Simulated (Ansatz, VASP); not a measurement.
# ZnBH6 in VASP and in Ansatz

```
Zn B H
1.0
     0.00000    3.13543    3.13543
     3.13543    0.00000    3.13543
     3.13543    3.13543    0.00000
Zn B H
1 1 6
Direct
  0.00000 0.00000 0.00000
  0.50000 0.50000 0.50000
  0.71757 0.28243 0.28243
  0.28243 0.71757 0.71757
  0.28243 0.71757 0.28243
  0.71757 0.28243 0.71757
  0.28243 0.28243 0.71757
  0.71757 0.71757 0.28243
```

Alike in both runs: task relaxation of cell and atoms; functional PBE; k mesh 10 × 10 × 10; occupations gaussian, width 0.1 eV; no spin polarisation.

```csv
,VASP,Ansatz
version,VASP 6.6.1,Ansatz 0.2.0
potentials or method,"VASP PAW PBE potentials, release 64 (Zn, B, H), cutoff 600 eV","scalar-relativistic, plane waves, PAW"
valence electrons in the cell,21,21
```

|  | VASP | Ansatz | Ansatz less VASP |
| --- | --- | --- | --- |
| gap on the k mesh at the Fermi level, each at its own relaxed structure (eV) | none | none | - |
| relaxed volume (Å³/atom) | 7.70 | 7.68 | -0.019 |
| relaxed length of the cell vector where the two differ most in proportion (Å) | 4.433 | 4.430 | -0.0037 |

A gap of «none» marks a metal or a gap that the smearing closes.
